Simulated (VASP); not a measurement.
Input of a VASP 6.6.1 run:

The input INCAR:

```
PREC = Accurate
ENCUT = 520
EDIFF = 1E-6
ISMEAR = 0
SIGMA = 0.05
LREAL = False
LASPH = True
NELM = 100
ALGO = Normal
ISIF = 2
LWAVE = False
LCHARG = True
LDIPOL = True
IDIPOL = 3
DIPOL = 0.5 0.5 0.383
GGA = PE
IVDW = 12
LELF = True
LVHAR = True
LVACPOTAV = True
NBANDS = 31
```

KPOINTS

```
regular mesh
0
Gamma
  9 9 1
```

POSCAR

```
PtS2
1.0
    3.5415266177      0.0000000000      0.0000000000
   -1.7707633089      3.0670520191      0.0000000000
    0.0000000000      0.0000000000     22.4670701842
S Pt
4 2
Direct
    0.6666666667      0.3333333333      0.2002931385
    0.3333333333      0.6666666667      0.3108342581
    0.6666666667      1.3333333333      0.4550453178
    0.3333333333      1.6666666667      0.5655864374
    0.0000000000      0.0000000000      0.2555636983
    0.0000000000      1.0000000000      0.5103158776
```

Potentials or basis: VASP PAW PBE potentials, release 64 (S, Pt).

Launch:

```sh
$ cat potpaw_PBE.64/S/POTCAR potpaw_PBE.64/Pt/POTCAR > POTCAR
$ mpirun -np 1 vasp_std > vasp.out
```

**Question.** What does it give for the largest force?

**Answer.** 0.112 eV/Å.

**Question.** Predict the band gap on the k mesh.

**Answer.** 1.42 eV, indirect (least direct gap 1.56 eV).

**Question.** What does it give for the dispersion energy per atom?

**Answer.** -0.321 eV.

Forces in eV/Å, atoms in the order of the input:
```
S    0.000  0.000  0.031
S    0.000  0.000  0.000
S    0.000  0.000  0.000
S    0.000  0.000 -0.031
Pt   0.000  0.000  0.112
Pt   0.000  0.000 -0.112
```

Caveat: spin-orbit coupling is left out, which moves the levels of the heavy elements.
